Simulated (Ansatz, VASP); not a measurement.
# Two plane-wave programs on Ca

```
Ca
1.0
     3.54242    0.00000    0.00000
     0.00000    3.54242    0.00000
     0.00000    0.00000    3.54242
Ca
1
Direct
  0.00000 0.00000 0.00000
```

Alike in both runs: task single point; functional revPBE; k mesh 10 × 10 × 10; occupations fermi-dirac, width 0.1 eV; no spin polarisation.

```csv
,VASP,Ansatz
version,VASP 6.6.1,Ansatz 0.2.0
potentials or method,"VASP PAW PBE potentials, release 64 (Ca_sv), cutoff 520 eV","plane waves (420 eV) with PAW, scalar-relativistic"
valence electrons in the cell,10,10
```

VASP gave:

- pressure (GPa): 0.4

Q: Which values does Ansatz return?

A: Pressure (GPa): 0.3.

VASP's potentials were made for PBE, not for revPBE.
